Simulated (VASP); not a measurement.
# P (P6_3/mmc) in VASP: notebook

P is run at these levels: PBEsol; tasks: single point, relaxation of cell and atoms.

All numbers are computed with VASP 6.6.1; they aren't measurements. Logs are shortened: lines on timing, memory, paths and dates and some standing lists are left out, and cuts for length are marked.

## Step 1: The cell of the first run

It takes space group P6_3/mmc (No. 194, hexagonal). The conventional cell has a = 3.298 Å, b = 3.298 Å, c = 6.182 Å, α = 90.00°, β = 90.00°, γ = 120.00°. P (site symmetry -3m) has 14 P at 2.45 to 3.30 Å within 3.3 Å. Within 3.3 Å of P (site symmetry -6m2) lie 12 P at 2.45 to 3.30 Å.

This isn't the form of P at room conditions, which is orthorhombic.

## Step 2: Single point, PBEsol

Contents of INCAR:

```
SYSTEM = P
  PREC = Accurate
  ENCUT = 520
  EDIFF = 1E-7
  ISMEAR = 0
  SIGMA = 0.1
  LREAL = .False.
  LASPH = .True.
  NELM = 100
  ALGO = Normal
  ISIF = 2
  LWAVE = .False.
  LCHARG = .True.
  GGA = PS
  LELF = .True.
  LVHAR = .True.
  NBANDS = 18
```

Contents of KPOINTS:

```
Automatic mesh
0
Gamma
  15 15 8
  0 0 0
```

Contents of POSCAR:

```
P
1.0
    3.2978345994      0.0000000000      0.0000000000
   -1.6489172997      2.8560085405      0.0000000000
    0.0000000000      0.0000000000      6.1822907236
P
4
Direct
    0.0000000000      0.0000000000      0.0000000000
    0.0000000000      0.0000000000      0.5000000000
    0.3333333333      0.6666666667      0.7500000000
    0.6666666667      0.3333333333      0.2500000000
```

Potentials or basis: VASP PAW PBE potentials, release 64 (P).

Command:

```sh
$ cat potpaw_PBE.64/P/POTCAR > POTCAR
$ mpirun -np 1 vasp_std > vasp.out
```

OUTCAR:

```text
SYSTEM = P
   PREC = Accurate
   ENCUT = 520
   EDIFF = 1E-7
   ISMEAR = 0
   LREAL = .False.
   LASPH = .True.
   NELM = 100
   ISIF = 2
   GGA = PS

 ion  position               nearest neighbor table
   1  0.000  0.000  0.000-   3 2.45   4 2.45   3 2.45   4 2.45   4 2.45   3 2.45
   2  0.000  0.000  0.500-   3 2.45   4 2.45   3 2.45   4 2.45   4 2.45   3 2.45
   3  0.333  0.667  0.750-   1 2.45   2 2.45   1 2.45   2 2.45   1 2.45   2 2.45
   4  0.667  0.333  0.250-   1 2.45   2 2.45   1 2.45   2 2.45   1 2.45   2 2.45

  LATTYP: Found a hexagonal cell.
 ALAT       =     3.2978345994
 C/A-ratio  =     1.8746515440

  Lattice vectors:

 A1 = (   3.2978345994,   0.0000000000,   0.0000000000)
 A2 = (  -1.6489172997,   2.8560085405,   0.0000000000)
 A3 = (   0.0000000000,   0.0000000000,   6.1822907236)

Analysis of symmetry for initial positions (statically):
=====================================================================
 Subroutine PRICEL returns:
 Original cell was already a primitive cell.

 Routine SETGRP: Setting up the symmetry group for a
 hexagonal supercell.

 Subroutine GETGRP returns: Found 24 space group operations
 (whereof 12 operations were pure point group operations)
 out of a pool of 24 trial point group operations.

The static configuration has the point symmetry D_3d.
 The point group associated with its full space group is D_6h.

Analysis of symmetry for dynamics (positions and initial velocities):
=====================================================================
 Subroutine PRICEL returns:
 Original cell was already a primitive cell.

 Routine SETGRP: Setting up the symmetry group for a
 hexagonal supercell.

 Subroutine GETGRP returns: Found 24 space group operations
 (whereof 12 operations were pure point group operations)
 out of a pool of 24 trial point group operations.

The dynamic configuration has the point symmetry D_3d.
 The point group associated with its full space group is D_6h.

 Subroutine INISYM returns: Found 24 space group operations
 (whereof 12 operations are pure point group operations),
 and found     1 'primitive' translations

----------------------------------------------------------------------------------------

                                     Primitive cell

  volume of cell :      58.2288

  direct lattice vectors                    reciprocal lattice vectors
     3.297834599  0.000000000  0.000000000     0.303229277  0.175069504  0.000000000
    -1.648917300  2.856008540  0.000000000     0.000000000  0.350139009  0.000000000
     0.000000000  0.000000000  6.182290724     0.000000000  0.000000000  0.161752341

  length of vectors
     3.297834599  3.297834599  6.182290724     0.350139009  0.350139009  0.161752341

  position of ions in fractional coordinates (direct lattice)
     0.000000000  0.000000000  0.000000000
     0.000000000  0.000000000  0.500000000
     0.333333333  0.666666667  0.750000000
     0.666666667  0.333333333  0.250000000

  ion indices of the primitive-cell ions
   primitive index   ion index
                 1           1
                 2           2
                 3           3
                 4           4

----------------------------------------------------------------------------------------

 KPOINTS: Automatic mesh

Automatic generation of k-mesh.
 Grid dimensions read from file:
 generate k-points for:   15   15    8

 Generating k-lattice:

  Cartesian coordinates                     Fractional coordinates (reciprocal lattice)
     0.020215285  0.011671300  0.000000000     0.066666667 -0.000000000  0.000000000
     0.000000000  0.023342601  0.000000000     0.000000000  0.066666667  0.000000000
     0.000000000  0.000000000  0.020219043     0.000000000  0.000000000  0.125000000

  Length of vectors
     0.023342601  0.023342601  0.020219043

  Shift w.r.t. Gamma in fractional coordinates (k-lattice)
     0.000000000  0.000000000  0.000000000

 Subroutine IBZKPT returns following result:
 ===========================================

 Found    135 irreducible k-points:

 Following reciprocal coordinates:
            Coordinates               Weight
  0.000000  0.000000  0.000000      1.000000
  0.066667  0.000000  0.000000      6.000000
  0.133333 -0.000000  0.000000      6.000000
  0.200000  0.000000  0.000000      6.000000
  0.266667 -0.000000  0.000000      6.000000
  0.333333  0.000000  0.000000      6.000000
[... 16 lines left out ...]
  0.333333  0.200000  0.000000     12.000000
  0.400000  0.200000  0.000000      6.000000
 [... further k-points ...]
   k-points           NKPTS =    135   k-points in BZ     NKDIM =    135   number of bands    NBANDS=     18
   number of dos      NEDOS =    301   number of ions     NIONS =      4
   total plane-waves  NPLWV =  37632
   dimension x,y,z NGX =    28 NGY =   28 NGZ =   48
   dimension x,y,z NGXF=    56 NGYF=   56 NGZF=   96
   ions per type =               4
   NGX,Y,Z   is equivalent  to a cutoff of  14.11, 14.11, 12.91 a.u.
   NGXF,Y,Z  is equivalent  to a cutoff of  28.23, 28.23, 25.82 a.u.
 SYSTEM =  P
   PREC   = accura    normal or accurate (medium, high low for compatibility)
   ISTART =      0    job   : 0-new  1-cont  2-samecut
   ICHARG =      2    charge: 1-file 2-atom 10-const
   ISPIN  =      1    spin polarized calculation?
   LNONCOLLINEAR =      F non collinear calculations
   LSORBIT =      F    spin-orbit coupling
   LASPH  =      T    aspherical Exc in radial PAW
   ENCUT  =  520.0 eV  38.22 Ry    6.18 a.u.   6.13  6.13 11.49*2*pi/ulx,y,z
   NELM   =    100;   NELMIN=  2; NELMDL= -5     # of ELM steps
   EDIFF  = 0.1E-06   stopping-criterion for ELM
   LREAL  =      F    real-space projection
   EDIFFG = 0.1E-05   stopping-criterion for IOM
   NSW    =      0    number of steps for IOM
   IBRION =     -1    ionic relax: 0-MD 1-quasi-New 2-CG
   NFREE  =      0    steps in history (QN), initial steepest desc. (CG)
   ISIF   =      2    stress and relaxation
   ISYM   =      2    0-nonsym 1-usesym 2-fastsym
   POTIM  = 0.5000    time-step for ionic-motion
   TEBEG  =    0.0;   TEEND  =   0.0 temperature during run
   PSTRESS=    0.0 pullay stress
   NELECT =      20.0000    total number of electrons
   NUPDOWN=      -1.0000    fix difference up-down
   EMIN   =  10.00;   EMAX   =-10.00  energy-range for DOS
[... 28 lines left out ...]
  ---------------------------------------------------
  ext. energy  EPLUGINS =         0.00000000
  ---------------------------------------------------
  free energy    TOTEN  =       -22.25745233 eV

  energy without entropy =      -22.24908539  energy(sigma->0) =      -22.25326886

 E-fermi :   9.7489     XC(G=0): -11.3878

 val. band max:        9.7460967266   @ k =   0.4667   0.0667   0.2500
 cond. band min:       9.7562447800   @ k =   0.3333   0.0000   0.1250
 fundamental gap:      0.0101480533
 Fermi energy:         9.7488851217

 k-point     1 :       0.0000    0.0000    0.0000
  band No.  band energies     occupation
      1      -6.9517      2.00000
      2      -3.4042      2.00000
      3      -3.2787      2.00000
      4       6.0140      2.00000
      5       7.0948      2.00000
      6       7.7793      2.00000
[... 10 lines left out ...]
     17      15.4150      0.00000
     18      15.4150      0.00000

 k-point     2 :       0.0667    0.0000    0.0000
  band No.  band energies     occupation
      1      -6.8786      2.00000
      2      -3.3372      2.00000
      3      -3.2085      2.00000
      4       6.0640      2.00000
      5       6.3095      2.00000
      6       7.5148      2.00000
[... 10 lines left out ...]
     17      15.0010      0.00000
     18      15.2263      0.00000

 k-point     3 :       0.1333   -0.0000    0.0000
  band No.  band energies     occupation
      1      -6.6599      2.00000
      2      -3.1385      2.00000
      3      -2.9989      2.00000
      4       4.9751      2.00000
      5       6.1991      2.00000
      6       6.9870      2.00000
[... 10 lines left out ...]
     17      15.4226      0.00000
     18      15.4779      0.00000

 k-point     4 :       0.2000    0.0000    0.0000
  band No.  band energies     occupation
      1      -6.2976      2.00000
      2      -2.8161      2.00000
      3      -2.6538      2.00000
      4       3.5283      2.00000
      5       6.1366      2.00000
      6       6.2807      2.00000
[... 10 lines left out ...]
     17      16.3480      0.00000
     18      16.3991      0.00000

 k-point     5 :       0.2667   -0.0000    0.0000
  band No.  band energies     occupation
      1      -5.7960      2.00000
      2      -2.3928      2.00000
      3      -2.1814      2.00000
      4       2.1234      2.00000
      5       4.9013      2.00000
      6       5.5185      2.00000
[... 10 lines left out ...]
     17      16.9742      0.00000
     18      17.4175      0.00000

 k-point     6 :       0.3333    0.0000    0.0000
  band No.  band energies     occupation
      1      -5.1640      2.00000
      2      -1.9470      2.00000
      3      -1.6009      2.00000
      4       0.8980      2.00000
      5       3.6897      2.00000
      6       4.2948      2.00000
[... 10 lines left out ...]
     17      16.7174      0.00000
     18      17.6708      0.00000

 k-point     7 :       0.4000   -0.0000    0.0000
  band No.  band energies     occupation
      1      -4.4249      2.00000
      2      -1.8020      2.00000
      3      -0.9646      2.00000
      4       0.2052      2.00000
      5       2.5623      2.00000
      6       3.1804      2.00000
[... 10 lines left out ...]
     17      16.4256      0.00000
     18      17.8022      0.00000

 k-point     8 :       0.4667    0.0000    0.0000
  band No.  band energies     occupation
      1      -3.6853      2.00000
      2      -2.2956      2.00000
      3      -0.4446      2.00000
      4       0.4075      2.00000
      5       1.6377      2.00000
      6       2.4140      2.00000
[... 10 lines left out ...]
     17      16.7217      0.00000
     18      17.8586      0.00000
[... 229 lines left out ...]
     17      15.7094      0.00000
     18      16.9899      0.00000

 k-point    20 :       0.4000    0.1333    0.0000
  band No.  band energies     occupation
      1      -3.4745      2.00000
      2      -2.1043      2.00000
      3      -0.2811      2.00000
      4       0.1792      2.00000
      5       1.7288      2.00000
      6       2.6153      2.00000
[... 10 lines left out ...]
     17      16.0243      0.00000
     18      16.7075      0.00000

 k-point    21 :       0.2000    0.2000    0.0000
  band No.  band energies     occupation
      1      -5.0202      2.00000
      2      -1.7814      2.00000
      3      -1.4680      2.00000
      4       1.0400      2.00000
      5       2.9459      2.00000
      6       4.8942      2.00000
[... 10 lines left out ...]
     17      16.1418      0.00000
     18      17.2963      0.00000

 k-point    22 :       0.2667    0.2000    0.0000
  band No.  band energies     occupation
      1      -4.3374      2.00000
      2      -1.4008      2.00000
      3      -0.8751      2.00000
      4       0.1268      2.00000
      5       2.3326      2.00000
      6       3.9758      2.00000
[... 10 lines left out ...]
     17      16.1140      0.00000
     18      17.1588      0.00000

 k-point    23 :       0.3333    0.2000    0.0000
  band No.  band energies     occupation
      1      -3.5742      2.00000
      2      -1.5633      2.00000
      3      -0.3006      2.00000
      4      -0.2718      2.00000
      5       1.9589      2.00000
      6       3.1369      2.00000
[... 10 lines left out ...]
     17      15.7412      0.00000
     18      17.8650      0.00000

 k-point    24 :       0.4000    0.2000    0.0000
  band No.  band energies     occupation
      1      -3.0378      2.00000
      2      -2.0487      2.00000
      3      -0.2095      2.00000
      4      -0.0194      2.00000
      5       1.8186      2.00000
      6       2.7587      2.00000
[... 10 lines left out ...]
     17      15.5608      0.00000
     18      17.7441      0.00000

 [... further k-points ...]
[... 5 lines left out ...]
  --------------------------------------------------------------------------------------
  -------------------------------------------------------------------------------------
  Total        0.0301765      0.0301765      0.0570734      0.0000000      0.0000000      0.0000000
  in kB        0.8303135      0.8303135      1.5703865      0.0000000      0.0000000      0.0000000
  external PRESSURE =       1.0770045 kB  Pullay stress =       0.0000000 kB

 VOLUME and BASIS-vectors are now :
 -----------------------------------------------------------------------------
  energy-cutoff  :      520.00
  volume of cell :       58.23
      direct lattice vectors                 reciprocal lattice vectors
     3.297834599  0.000000000  0.000000000     0.303229277  0.175069504  0.000000000
    -1.648917300  2.856008540  0.000000000     0.000000000  0.350139009  0.000000000
     0.000000000  0.000000000  6.182290724     0.000000000  0.000000000  0.161752341

 POSITION                                       TOTAL-FORCE (eV/Angst)
 -----------------------------------------------------------------------------------
      0.00000      0.00000      0.00000        -0.000000      0.000000      0.000000
      0.00000      0.00000      3.09115        -0.000000      0.000000      0.000000
     -0.00000      1.90401      4.63672         0.000000      0.000000      0.000000
      1.64892      0.95200      1.54557        -0.000000     -0.000000     -0.000000
 -----------------------------------------------------------------------------------
    total drift:                               -0.000000     -0.000000     -0.000000

  FREE ENERGIE OF THE ION-ELECTRON SYSTEM (eV)
  ---------------------------------------------------
  free  energy   TOTEN  =       -22.2574523305 eV

  energy  without entropy=      -22.2490853859  energy(sigma->0) =      -22.25326886
```

It took 65 s on 1 thread of AMD EPYC 9R45 (Zen 5), shared host; peak memory 0.21 GiB.

Results:

```yaml
Free_energy: -22.2575 eV
Pressure: 0.1 GPa
Band_gap_on_the_k_mesh: zero (bands 10 and 11 overlap by 2.47 eV)
```

Caveat: the PAW data sets were made with another functional, which shifts forces and pressure a little.

## Step 3: Relaxation of cell and atoms, PBEsol

This run uses another cell than the first one, of 27.99 Å³/atom.

Contents of INCAR:

```
PREC = Accurate
ENCUT = 600
EDIFF = 1E-6
ISMEAR = 0
SIGMA = 0.1
LREAL = False
LASPH = True
NELM = 60
ALGO = Normal
ISIF = 3
LWAVE = False
LCHARG = False
GGA = PS
IBRION = 2
NSW = 90
EDIFFG = -0.04
```

Contents of KPOINTS:

```
regular mesh
0
Gamma
  6 6 4
```

Contents of POSCAR:

```
P
1.0
    4.2791653088      0.0000000000      0.0000000000
   -2.1395826544      3.7058658645      0.0000000000
    0.0000000000      0.0000000000      7.0606227596
P
4
Direct
    0.3333333333      0.6666666667      0.4375000000
    0.6666666667      0.3333333333      0.9375000000
    0.6666666667      0.3333333333      0.5625000000
    0.3333333333      0.6666666667      0.0625000000
```

Potentials or basis: VASP PAW PBE potentials, release 64 (P).

Command:

```sh
$ cat potpaw_PBE.64/P/POTCAR > POTCAR
$ mpirun -np 1 vasp_std > vasp.out
```

It took 5.3 min on 1 thread of AMD EPYC 9R45 (Zen 5), shared host; peak memory 0.24 GiB.

It converged, with:

* Free energy: -22.3026 eV
* Relaxed volume: 16.50 Å³/atom
* Relaxed cell: a = 4.025 Å, b = 4.025 Å, c = 4.704 Å, α = 90.00°, β = 90.00°, γ = 120.00°
* Space group after relaxing (to 0.1 Å): P6/mmm (No. 191)
* Energy gained by relaxing: 628.7 meV/atom
* Ionic steps: 24
* Pressure after relaxing: -0.2 GPa
* Largest force after relaxing: 0.034 eV/Å

Forces on the atoms (eV/Å):
```
P    0.000  0.000  0.034
P    0.000  0.000  0.034
P    0.000  0.000 -0.034
P    0.000  0.000 -0.034
```

Stress tensor (GPa, compression positive):
```
-0.30  0.00  0.00
 0.00 -0.30  0.00
 0.00  0.00  0.06
```

Step by step:
```tsv
step	energy change (eV)	largest force (eV/Å)	pressure (GPa)	volume (Å³)
1	0.0000	0.1471	-10.32	111.97
2	-1.1318	0.2120	-1.86	85.21
3	-1.1659	0.1797	0.18	81.09
4	-1.1662	0.1764	0.49	80.54
5	-1.3142	0.1186	0.08	79.94
6	-1.4507	0.8946	2.00	78.94
7	-1.5011	1.0737	1.87	79.32
8	-1.5884	1.7748	2.11	80.30
9	-1.6448	1.6392	1.34	80.79
10	-1.7788	1.4679	-0.44	82.22
11	-1.9147	0.8516	-3.91	84.92
12	-1.9894	0.6155	-4.21	83.77
13	-2.1518	0.1817	-4.86	80.39
14	-2.3056	0.0179	-3.99	73.89
15	-1.9789	0.1473	7.11	61.88
16	-2.3239	0.0519	-2.87	71.77
17	-2.4471	0.0738	-2.09	68.45
18	-2.4546	0.0198	5.45	62.53
19	-2.5058	0.1315	-0.12	65.99
20	-2.5092	0.1200	0.82	65.15
21	-2.5092	0.1228	0.75	65.27
22	-2.5122	0.0938	0.39	65.54
23	-2.5134	0.0603	-0.02	65.87
24	-2.5148	0.0337	-0.18	66.00
```

Final structure:
```
P
1.0
     4.02492    0.00000    0.00000
    -2.01246    3.48568    0.00000
     0.00000    0.00000    4.70450
P
4
Direct
  0.33333 0.66667 0.49867
  0.66667 0.33333 0.99867
  0.66667 0.33333 0.50133
  0.33333 0.66667 0.00133
```

Levels at points of the mesh, in eV from the Fermi level:
```csv
k point,band 8,band 9,band 10,band 11,band 12,band 13
"(0.00, 0.00, 0.00)",-2.98,-2.98,-1.83,-1.58,-1.58,2.37
"(0.50, 0.00, 0.00)",-4.77,-3.89,0.36,2.21,2.35,3.44
"(0.00, 0.00, 0.50)",-5.24,-2.90,-2.90,-0.18,-0.18,-0.18
"(0.50, 0.00, 0.50)",-3.47,-1.60,-1.60,0.61,0.61,4.43
```

Caveat: the volume moved by over 15 % at a fixed basis, so the end points are rough; the highest band is partly filled, so the run has too few bands; the PAW data sets were made with another functional, which shifts forces and pressure a little.

## Step 4: Single point, PBEsol

This run uses another cell than the first one, of 16.21 Å³/atom.

Contents of INCAR:

```
SYSTEM = P
PREC = Accurate
ENCUT = 520
EDIFF = 1E-7
ISMEAR = 0
SIGMA = 0.1
LREAL = .False.
LASPH = .True.
NELM = 60
ALGO = Normal
ISIF = 2
LWAVE = .False.
LCHARG = .True.
GGA = PS
LELF = .True.
LVHAR = .True.
NBANDS = 18
```

Contents of KPOINTS:

```
regular mesh
0
Gamma
  15 15 6
  0 0 0
```

Contents of POSCAR:

```
P
1.0
    3.9478705483      0.0000000000      0.0000000000
   -1.9739352742      3.4189561857      0.0000000000
    0.0000000000      0.0000000000      4.8040108879
P
4
Direct
    0.0000000000      0.0000000000      0.2500000000
    0.0000000000      0.0000000000      0.7500000000
    0.3333333333      0.6666666667      0.7500000000
    0.6666666667      0.3333333333      0.2500000000
```

Command:

```sh
$ cat potpaw_PBE.64/P/POTCAR > POTCAR
$ mpirun -np 1 vasp_std > vasp.out
```

Wall time 54 s (1 thread of AMD EPYC 9R45 (Zen 5), shared host); peak memory 0.2 GiB.

The run converged. Its results:

| Item | Value |
| --- | --- |
| Free energy | -21.3208 eV |
| Pressure | 0.1 GPa |
| Band gap on the k mesh | zero (bands 10 and 11 overlap by 1.33 eV) |

Levels at points of the mesh, in eV from the Fermi level:
```
           k point  band 6  band 7  band 8  band 9  band 10  band 11  band 12  band 13  band 14  band 15
(0.00, 0.00, 0.00)   -5.23   -3.73   -3.73   -2.79     0.41     0.62     0.62     1.87     2.06     2.06
(0.00, 0.00, 0.50)   -4.41   -4.41   -4.41   -2.12    -2.12     0.38     0.38     0.38     0.38     2.14
```

Caveat: the PAW data sets were made with another functional, which shifts forces and pressure a little.

## Step 5: Summary

| task | cell | k mesh | cutoff (eV) | gap on the mesh (eV) | pressure (GPa) |
| --- | --- | --- | --- | --- | --- |
| single point | a = 3.298, b = 3.298, c = 6.182 Å, angles 90.0, 90.0, 120.0°, 4 atoms, atomic positions A | 15 × 15 × 8 | 520 | none | 0.1 |
| relaxation of cell and atoms | relaxed from a = 4.279, b = 4.279, c = 7.061 Å, angles 90.0, 90.0, 120.0°, 4 atoms, atomic positions B | 6 × 6 × 4 | 600 | - | -0.2 |
| single point | a = 3.948, b = 3.948, c = 4.804 Å, angles 90.0, 90.0, 120.0°, 4 atoms, atomic positions C | 15 × 15 × 6 | 520 | none | 0.1 |

Alike in all rows: level PBEsol; potentials or basis VASP PAW PBE potentials, release 64 (P); no spin polarisation; smearing gaussian 0.1 eV.

Caveats: the PAW data sets were made with another functional, which shifts forces and pressure a little; the volume moved by over 15 % at a fixed basis, so the end points are rough (at least some runs); the highest band is partly filled, so the run has too few bands (at least some runs).

Total energies depend on the potentials used, so only differences within one code and one set of settings carry meaning.

The gap in the log of VASP goes by the Fermi energy; the results here count the filled bands.